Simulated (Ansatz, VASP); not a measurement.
**ZnS in VASP and in Ansatz**

```
Zn S
1.0
     3.81100    0.00000    0.00000
    -1.90550    3.30042    0.00000
     0.00000    0.00000    6.23400
Zn S
2 2
Direct
  0.33333 0.66667 0.00000
  0.66667 0.33333 0.50000
  0.33333 0.66667 0.36094
  0.66667 0.33333 0.88500
```

Alike in both runs: task single point; functional r2SCAN; k mesh 6 × 6 × 4; occupations gaussian, width 0.05 eV; no spin polarisation.

```csv
,VASP,Ansatz
version,VASP 6.6.1,Ansatz 0.2.0
potentials or method,"VASP PAW PBE potentials, release 64 (Zn, S), cutoff 520 eV","scalar-relativistic, plane waves, PAW"
valence electrons in the cell,36,36
```

```csv
,VASP,Ansatz,Ansatz less VASP
gap on the k mesh at the Fermi level (eV),2.75,2.74,-0.010
least direct gap on the mesh (eV),2.75,2.74,-0.010
pressure (GPa),0.4,0.2,-0.11
"traceless stress, the component that is largest in VASP (GPa)",0.84,0.84,-0.004
rms of the force components (eV/Å),0.439,0.437,-0.0017
```

VASP's potentials were made for PBE, not for r2SCAN. Atom by atom the forces differ by 0.005 eV/Å (rms over components).
